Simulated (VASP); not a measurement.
# ZrS (I4/mmm) in VASP: a series of runs

ZrS is run at these levels: PBEsol; tasks: single point.

All numbers are computed with VASP 6.6.1; they aren't measurements. Logs are shortened: lines on timing, memory, paths and dates and some standing lists are left out, and cuts for length are marked.

## 1. The cell of the first run

The structure is tetragonal, space group I4/mmm (No. 139). The conventional cell has a = 3.696 Å, b = 3.696 Å, c = 5.046 Å, α = 90.00°, β = 90.00°, γ = 90.00°. Within 3.3 Å of Zr (site symmetry 4/mmm) lie 6 S at 2.52 to 2.61 Å. S (site symmetry 4/mmm) has 6 Zr at 2.52 to 2.61 Å within 3.3 Å.

## 2. Single point, PBEsol

The input, INCAR:

```
  ALGO = Normal
  EDIFF = 1E-7
  ENCUT = 520
  GGA = PS
  ISIF = 2
  ISMEAR = 0
  LASPH = True
  LCHARG = True
  LELF = True
  LREAL = False
  LVHAR = True
  LWAVE = False
  NBANDS = 16
  NELM = 100
  PREC = Accurate
  SIGMA = 0.15
```

The input, KPOINTS:

```
k-points
0
Gamma
  16 16 16
```

The input, POSCAR:

```
ZrS
1.0
    0.0000000000      2.6134730218      2.5231840067
    2.6134730218      0.0000000000      2.5231840067
    2.6134730218      2.6134730218      0.0000000000
Zr S
1 1
Direct
    0.0000000000      0.0000000000      0.0000000000
    0.5000000000      0.5000000000      0.5000000000
```

Potentials or basis: VASP PAW PBE potentials, release 64 (Zr_sv, S).

Run with:

```bash
cat potpaw_PBE.64/Zr_sv/POTCAR potpaw_PBE.64/S/POTCAR > POTCAR
mpirun -np 1 vasp_std > vasp.out
```

OUTCAR:

```text
EDIFF = 1E-7
   ENCUT = 520
   GGA = PS
   ISIF = 2
   ISMEAR = 0
   LASPH = True
   LREAL = False
   NELM = 100
   PREC = Accurate

 ion  position               nearest neighbor table
   1  0.000  0.000  0.000-   2 2.52   2 2.52   2 2.61   2 2.61   2 2.61   2 2.61
   2  0.500  0.500  0.500-   1 2.52   1 2.52   1 2.61   1 2.61   1 2.61   1 2.61

  LATTYP: Found a body centered tetragonal cell.
 ALAT       =     3.6960089923
 C/A-ratio  =     1.3653559891

  Lattice vectors:

 A1 = (   0.0000000000,  -2.6134730218,  -2.5231840067)
 A2 = (   0.0000000000,   2.6134730218,  -2.5231840067)
 A3 = (   2.6134730218,   0.0000000000,   2.5231840067)

Analysis of symmetry for initial positions (statically):
=====================================================================
 Subroutine PRICEL returns:
 Original cell was already a primitive cell.

 Routine SETGRP: Setting up the symmetry group for a
 body centered tetragonal supercell.

 Subroutine GETGRP returns: Found 16 space group operations
 (whereof 16 operations were pure point group operations)
 out of a pool of 16 trial point group operations.

The static configuration has the point symmetry D_4h.

Analysis of symmetry for dynamics (positions and initial velocities):
=====================================================================
 Subroutine PRICEL returns:
 Original cell was already a primitive cell.

 Routine SETGRP: Setting up the symmetry group for a
 body centered tetragonal supercell.

 Subroutine GETGRP returns: Found 16 space group operations
 (whereof 16 operations were pure point group operations)
 out of a pool of 16 trial point group operations.

The dynamic configuration has the point symmetry D_4h.

 Subroutine INISYM returns: Found 16 space group operations
 (whereof 16 operations are pure point group operations),
 and found     1 'primitive' translations

----------------------------------------------------------------------------------------

                                     Primitive cell

  volume of cell :      34.4679

  direct lattice vectors                    reciprocal lattice vectors
     0.000000000  2.613473022  2.523184007    -0.191316304  0.191316304  0.198162321
     2.613473022  0.000000000  2.523184007     0.191316304 -0.191316304  0.198162321
     2.613473022  2.613473022  0.000000000     0.191316304  0.191316304 -0.198162321

  length of vectors
     3.632726079  3.632726079  3.696008992     0.335368696  0.335368696  0.335368696

  position of ions in fractional coordinates (direct lattice)
     0.000000000  0.000000000  0.000000000
     0.500000000  0.500000000  0.500000000

  ion indices of the primitive-cell ions
   primitive index   ion index
                 1           1
                 2           2

----------------------------------------------------------------------------------------

 KPOINTS: k-points

Automatic generation of k-mesh.
 Grid dimensions read from file:
 generate k-points for:   16   16   16

 Generating k-lattice:

  Cartesian coordinates                     Fractional coordinates (reciprocal lattice)
    -0.011957269  0.011957269  0.012385145     0.062500000  0.000000000  0.000000000
     0.011957269 -0.011957269  0.012385145     0.000000000  0.062500000  0.000000000
     0.011957269  0.011957269 -0.012385145     0.000000000  0.000000000  0.062500000

  Length of vectors
     0.020960543  0.020960543  0.020960543

  Shift w.r.t. Gamma in fractional coordinates (k-lattice)
     0.000000000  0.000000000  0.000000000

 Subroutine IBZKPT returns following result:
 ===========================================

 Found    349 irreducible k-points:

 Following reciprocal coordinates:
            Coordinates               Weight
  0.000000  0.000000  0.000000      1.000000
  0.062500  0.000000  0.000000      8.000000
  0.125000  0.000000  0.000000      8.000000
  0.187500  0.000000  0.000000      8.000000
  0.250000  0.000000  0.000000      8.000000
  0.312500 -0.000000  0.000000      8.000000
[... 16 lines left out ...]
 -0.125000  0.062500  0.000000      8.000000
 -0.062500  0.062500  0.000000      4.000000
 [... further k-points ...]
   k-points           NKPTS =    349   k-points in BZ     NKDIM =    349   number of bands    NBANDS=     16
   number of dos      NEDOS =    301   number of ions     NIONS =      2
   total plane-waves  NPLWV =  21952
   dimension x,y,z NGX =    28 NGY =   28 NGZ =   28
   dimension x,y,z NGXF=    56 NGYF=   56 NGZF=   56
   ions per type =               1   1
   NGX,Y,Z   is equivalent  to a cutoff of  12.81, 12.81, 12.59 a.u.
   NGXF,Y,Z  is equivalent  to a cutoff of  25.63, 25.63, 25.19 a.u.
 SYSTEM =  unknown system
   PREC   = accura    normal or accurate (medium, high low for compatibility)
   ISTART =      0    job   : 0-new  1-cont  2-samecut
   ICHARG =      2    charge: 1-file 2-atom 10-const
   ISPIN  =      1    spin polarized calculation?
   LNONCOLLINEAR =      F non collinear calculations
   LSORBIT =      F    spin-orbit coupling
   LASPH  =      T    aspherical Exc in radial PAW
   ENCUT  =  520.0 eV  38.22 Ry    6.18 a.u.   6.75  6.75  6.87*2*pi/ulx,y,z
   NELM   =    100;   NELMIN=  2; NELMDL= -5     # of ELM steps
   EDIFF  = 0.1E-06   stopping-criterion for ELM
   LREAL  =      F    real-space projection
   EDIFFG = 0.1E-05   stopping-criterion for IOM
   NSW    =      0    number of steps for IOM
   IBRION =     -1    ionic relax: 0-MD 1-quasi-New 2-CG
   NFREE  =      0    steps in history (QN), initial steepest desc. (CG)
   ISIF   =      2    stress and relaxation
   ISYM   =      2    0-nonsym 1-usesym 2-fastsym
   POTIM  = 0.5000    time-step for ionic-motion
   TEBEG  =    0.0;   TEEND  =   0.0 temperature during run
   PSTRESS=    0.0 pullay stress
   NELECT =      18.0000    total number of electrons
   NUPDOWN=      -1.0000    fix difference up-down
   EMIN   =  10.00;   EMAX   =-10.00  energy-range for DOS
   EFERMI =   0.00;   METHOD = LEGACY
   ISMEAR =     0;   SIGMA  =   0.15  broadening in eV -4-tet -1-fermi 0-gaus
   EFERMI_NEDOS =   21; number of points for ismear=-14 and -15
   IALGO  =     38    algorithm
   IMIX   =      4    mixing-type and parameters
     AMIX     =   0.40;   BMIX     =  1.00
     AMIX_MAG =   1.60;   BMIX_MAG =  1.00
[... 38 lines left out ...]
      3     -16.5534      2.00000
      4     -16.5534      2.00000
      5      -4.8344      2.00000
      6       7.6501      2.00000
[... 8 lines left out ...]
     15      18.3542      0.00000
     16      23.6761      0.00000

 k-point     2 :       0.0625    0.0000    0.0000
  band No.  band energies     occupation
      1     -38.5604      2.00000
      2     -16.5920      2.00000
      3     -16.5622      2.00000
      4     -16.5553      2.00000
      5      -4.7784      2.00000
      6       7.3332      2.00000
[... 8 lines left out ...]
     15      18.5378      0.00000
     16      23.3984      0.00000

 k-point     3 :       0.1250    0.0000    0.0000
  band No.  band energies     occupation
      1     -38.5567      2.00000
      2     -16.6341      2.00000
      3     -16.5718      2.00000
      4     -16.5605      2.00000
      5      -4.6161      2.00000
      6       6.5950      2.00000
[... 8 lines left out ...]
     15      19.0200      0.00000
     16      22.6573      0.00000

 k-point     4 :       0.1875    0.0000    0.0000
  band No.  band energies     occupation
      1     -38.5512      2.00000
      2     -16.7043      2.00000
      3     -16.5778      2.00000
      4     -16.5684      2.00000
      5      -4.3641      2.00000
      6       5.7295      2.00000
[... 8 lines left out ...]
     15      19.4889      0.00000
     16      22.0018      0.00000

 k-point     5 :       0.2500    0.0000    0.0000
  band No.  band energies     occupation
      1     -38.5448      2.00000
      2     -16.7867      2.00000
      3     -16.5834      2.00000
      4     -16.5776      2.00000
      5      -4.0493      2.00000
      6       4.8766      2.00000
[... 8 lines left out ...]
     15      19.5005      0.00000
     16      20.9404      0.00000

 k-point     6 :       0.3125   -0.0000    0.0000
  band No.  band energies     occupation
      1     -38.5383      2.00000
      2     -16.8677      2.00000
      3     -16.5885      2.00000
      4     -16.5867      2.00000
      5      -3.7094      2.00000
      6       4.1112      2.00000
[... 8 lines left out ...]
     15      19.6047      0.00000
     16      19.6816      0.00000

 k-point     7 :       0.3750    0.0000    0.0000
  band No.  band energies     occupation
      1     -38.5328      2.00000
      2     -16.9350      2.00000
      3     -16.5945      2.00000
      4     -16.5928      2.00000
      5      -3.3942      2.00000
      6       3.4929      2.00000
[... 8 lines left out ...]
     15      18.5247      0.00000
     16      18.8567      0.00000

 k-point     8 :       0.4375    0.0000    0.0000
  band No.  band energies     occupation
      1     -38.5291      2.00000
      2     -16.9794      2.00000
      3     -16.5997      2.00000
      4     -16.5957      2.00000
      5      -3.1646      2.00000
      6       3.0830      2.00000
[... 8 lines left out ...]
     15      17.5917      0.00000
     16      18.0381      0.00000

 k-point     9 :       0.5000    0.0000    0.0000
  band No.  band energies     occupation
      1     -38.5278      2.00000
      2     -16.9949      2.00000
      3     -16.6015      2.00000
      4     -16.5967      2.00000
      5      -3.0794      2.00000
      6       2.9380      2.00000
[... 8 lines left out ...]
     15      17.3768      0.00000
     16      17.5232      0.00000
[... 172 lines left out ...]
 k-point    19 :      -0.3750    0.0625    0.0000
  band No.  band energies     occupation
      1     -38.5309      2.00000
      2     -16.9421      2.00000
      3     -16.6108      2.00000
      4     -16.5947      2.00000
      5      -3.3448      2.00000
      6       3.3994      2.00000
[... 8 lines left out ...]
     15      18.2538      0.00000
     16      18.6984      0.00000

 k-point    20 :      -0.3125    0.0625    0.0000
  band No.  band energies     occupation
      1     -38.5359      2.00000
      2     -16.8808      2.00000
      3     -16.6098      2.00000
      4     -16.5855      2.00000
      5      -3.6286      2.00000
      6       3.9183      2.00000
[... 8 lines left out ...]
     15      19.3907      0.00000
     16      19.5074      0.00000

 k-point    21 :      -0.2500    0.0625    0.0000
  band No.  band energies     occupation
      1     -38.5421      2.00000
      2     -16.8037      2.00000
      3     -16.6066      2.00000
      4     -16.5756      2.00000
      5      -3.9508      2.00000
      6       4.5808      2.00000
[... 8 lines left out ...]
     15      19.4776      0.00000
     16      20.3496      0.00000

 k-point    22 :      -0.1875    0.0625    0.0000
  band No.  band energies     occupation
      1     -38.5485      2.00000
      2     -16.7217      2.00000
      3     -16.6020      2.00000
      4     -16.5664      2.00000
      5      -4.2612      2.00000
      6       5.3281      2.00000
[... 8 lines left out ...]
     15      19.6260      0.00000
     16      20.8990      0.00000

 k-point    23 :      -0.1250    0.0625    0.0000
  band No.  band energies     occupation
      1     -38.5543      2.00000
      2     -16.6470      2.00000
      3     -16.5969      2.00000
      4     -16.5592      2.00000
      5      -4.5203      2.00000
      6       6.0995      2.00000
[... 8 lines left out ...]
     15      19.3296      0.00000
     16      21.6440      0.00000

 k-point    24 :      -0.0625    0.0625    0.0000
  band No.  band energies     occupation
      1     -38.5584      2.00000
      2     -16.5933      2.00000
      3     -16.5908      2.00000
      4     -16.5554      2.00000
      5      -4.6990      2.00000
      6       6.8165      2.00000
[... 8 lines left out ...]
     15      18.8138      0.00000
     16      22.6310      0.00000

 [... further k-points ...]

------------------------ aborting loop because EDIFF is reached ----------------------------------------

  FORCE on cell =-STRESS in cart. coord.  units (eV):
  Direction    XX          YY          ZZ          XY          YZ          ZX
  --------------------------------------------------------------------------------------
  -------------------------------------------------------------------------------------
  Total       -0.7004818     -0.7004818      1.8613407      0.0000000      0.0000000      0.0000000
  in kB      -32.5606040    -32.5606040     86.5209949      0.0000000      0.0000000      0.0000000
  external PRESSURE =       7.1332623 kB  Pullay stress =       0.0000000 kB

 VOLUME and BASIS-vectors are now :
 -----------------------------------------------------------------------------
  energy-cutoff  :      520.00
  volume of cell :       34.47
      direct lattice vectors                 reciprocal lattice vectors
     0.000000000  2.613473022  2.523184007    -0.191316304  0.191316304  0.198162321
     2.613473022  0.000000000  2.523184007     0.191316304 -0.191316304  0.198162321
     2.613473022  2.613473022  0.000000000     0.191316304  0.191316304 -0.198162321

 POSITION                                       TOTAL-FORCE (eV/Angst)
 -----------------------------------------------------------------------------------
      0.00000      0.00000      0.00000         0.000000     -0.000000      0.000000
      2.61347      2.61347      2.52318        -0.000000      0.000000     -0.000000
 -----------------------------------------------------------------------------------
    total drift:                                0.000000      0.000000      0.000000

  FREE ENERGIE OF THE ION-ELECTRON SYSTEM (eV)
  ---------------------------------------------------
  free  energy   TOTEN  =       -16.4910932650 eV

  energy  without entropy=      -16.4774003752  energy(sigma->0) =      -16.48424682
```

Run time: 2.5 min. Hardware: 1 thread of AMD EPYC 7R13 (Zen 3), shared host; peak memory 0.27 GiB.

What came out:

```
Free energy            : -16.4911 eV
Pressure               : 0.7 GPa
Band gap on the k mesh : zero (bands 9 and 10 overlap by 3.10 eV)
```

Stress tensor (GPa, compression positive):
```
-3.26  0.00  0.00
 0.00 -3.26  0.00
 0.00  0.00  8.65
```

Caveat: the cell differs from its parent crystal (strain +e along x and -e along y +0.0000, strain +e along z and -e/2 along x and y -0.0233); the stress differs along the axes, from -3 to 9 GPa; the PAW data sets were made with another functional, which shifts forces and pressure a little.

## 3. Single point, PBEsol

The input, INCAR:

```
SYSTEM = ZrS
PREC = Accurate
ENCUT = 520
EDIFF = 1E-6
ISMEAR = 0
SIGMA = 0.15
LREAL = .FALSE.
LASPH = .TRUE.
NELM = 80
ALGO = Normal
ISIF = 2
LWAVE = .FALSE.
LCHARG = .TRUE.
GGA = PS
LELF = .TRUE.
LVHAR = .TRUE.
NBANDS = 16
```

The input, KPOINTS:

```
Automatic mesh
0
G
  16 16 16
  0 0 0
```

The input, POSCAR:

```
ZrS
1.0
    0.0000000000      2.4929584995      2.7642130512
    2.4929584995      0.0000000000      2.7642130512
    2.4929584995      2.4929584995      0.0000000000
Zr S
1 1
Direct
    0.0000000000      0.0000000000      0.0000000000
    0.5000000000      0.5000000000      0.5000000000
```

Potentials or basis: VASP PAW PBE potentials, release 64 (Zr_sv, S).

Run with:

```bash
cat potpaw_PBE.64/Zr_sv/POTCAR potpaw_PBE.64/S/POTCAR > POTCAR
mpirun -np 1 vasp_std > vasp.out
```

Run time: 2.4 min. Hardware: 1 thread of AMD EPYC 7R13 (Zen 3), shared host; peak memory 0.27 GiB.

The run converged. Its results:

- Free energy: -16.3126 eV
- Pressure: 4.8 GPa
- Band gap on the k mesh: zero (bands 9 and 10 overlap by 2.81 eV)

Stress tensor (GPa, compression positive):
```
 13.52   0.00   0.00
  0.00  13.52   0.00
  0.00   0.00 -12.64
```

Levels at points of the mesh, in eV from the Fermi level:
```
           k point  band 5  band 6  band 7  band 8  band 9  band 10  band 11  band 12  band 13  band 14
(0.00, 0.00, 0.00)  -16.04   -3.65   -3.36   -3.36   -2.17    -1.28    -1.02    -1.02    -0.52     2.80
(0.50, 0.00, 0.00)  -14.20   -8.26   -6.22   -6.16    1.53     1.86     1.89     2.16     5.00     5.53
(0.50, 0.50, 0.00)  -15.25   -6.67   -4.09   -4.09   -3.75     0.28     2.57     2.57     3.16     3.85
(0.50, 0.00, 0.50)  -15.13   -6.02   -4.57   -4.52   -3.60     0.63     2.01     2.98     3.16     4.01
```

Caveat: the cell differs from its parent crystal (strain +e along x and -e along y +0.0000, strain +e along z and -e/2 along x and y +0.0700); the stress differs along the axes, from -13 to 14 GPa; the PAW data sets were made with another functional, which shifts forces and pressure a little.

## 4. Single point, PBEsol

The input, INCAR:

```
ALGO = Normal ; EDIFF = 1E-6
ENCUT = 520 ; GGA = PS
ISIF = 2 ; ISMEAR = 0
LASPH = True ; LCHARG = False
LREAL = False ; LWAVE = False
NBANDS = 16 ; NELM = 60
PREC = Accurate ; SIGMA = 0.15
```

The input, KPOINTS:

```
k-points
0
Gamma
  16 16 16
```

The input, POSCAR:

```
ZrS
1.0
    0.0000000000      2.6737948673      2.4025403156
    2.6737948673      0.0000000000      2.4025403156
    2.6737948673      2.6737948673      0.0000000000
Zr S
1 1
Direct
    0.0000000000      0.0000000000      0.0000000000
    0.5000000000      0.5000000000      0.5000000000
```

Run with:

```bash
cat potpaw_PBE.64/Zr_sv/POTCAR potpaw_PBE.64/S/POTCAR > POTCAR
mpirun -np 1 vasp_std > vasp.out
```

Run time: 2 min. Hardware: 1 thread of AMD EPYC 7R13 (Zen 3), shared host; peak memory 0.27 GiB.

Results (log left out):

```yaml
Free_energy: -16.2222 eV
Pressure: 5.8 GPa
Band_gap_on_the_k_mesh: zero (bands 9 and 10 overlap by 3.20 eV)
```

Stress tensor (GPa, compression positive):
```
-8.15  0.00  0.00
 0.00 -8.15  0.00
 0.00  0.00 33.59
```

Levels at points of the mesh, in eV from the Fermi level:
| k point | band 6 | band 7 | band 8 | band 9 | band 10 | band 11 | band 12 | band 13 |
| --- | --- | --- | --- | --- | --- | --- | --- | --- |
| (0.00, 0.00, 0.00) | -3.58 | -3.58 | -3.12 | -1.77 | -1.77 | -1.00 | -0.94 | -0.62 |
| (0.50, 0.00, 0.00) | -8.24 | -6.24 | -6.16 | 1.42 | 1.91 | 1.98 | 2.23 | 5.32 |
| (0.50, 0.50, 0.00) | -5.63 | -4.77 | -4.77 | -3.62 | 0.99 | 2.40 | 2.40 | 3.15 |
| (0.50, 0.00, 0.50) | -6.51 | -4.32 | -4.03 | -3.64 | 0.24 | 2.29 | 2.79 | 3.20 |

Caveat: the cell differs from its parent crystal (strain +e along x and -e along y +0.0000, strain +e along z and -e/2 along x and y -0.0700); the stress differs along the axes, from -8 to 34 GPa; the PAW data sets were made with another functional, which shifts forces and pressure a little.

## 5. Summary

```csv
cell,gap on the mesh (eV),pressure (GPa)
"a = 3.633, b = 3.633, c = 3.696 Å, angles 59.4, 59.4, 61.2°, 2 atoms",none,0.7
"a = 3.722, b = 3.722, c = 3.526 Å, angles 61.7, 61.7, 56.5°, 2 atoms",none,4.8
"a = 3.595, b = 3.595, c = 3.781 Å, angles 58.3, 58.3, 63.5°, 2 atoms",none,5.8
```

Alike in all rows: task single point; level PBEsol; potentials or basis VASP PAW PBE potentials, release 64 (Zr_sv, S); no spin polarisation; k mesh 16 × 16 × 16; cutoff (eV) 520; smearing gaussian 0.15 eV.

Caveats: the PAW data sets were made with another functional, which shifts forces and pressure a little; the stress differs along the axes, from -3 to 9 GPa (at least some runs); the stress differs along the axes, from -13 to 14 GPa (at least some runs); the stress differs along the axes, from -8 to 34 GPa (at least some runs).

Absolute energies hang on the potentials; compare differences alone.
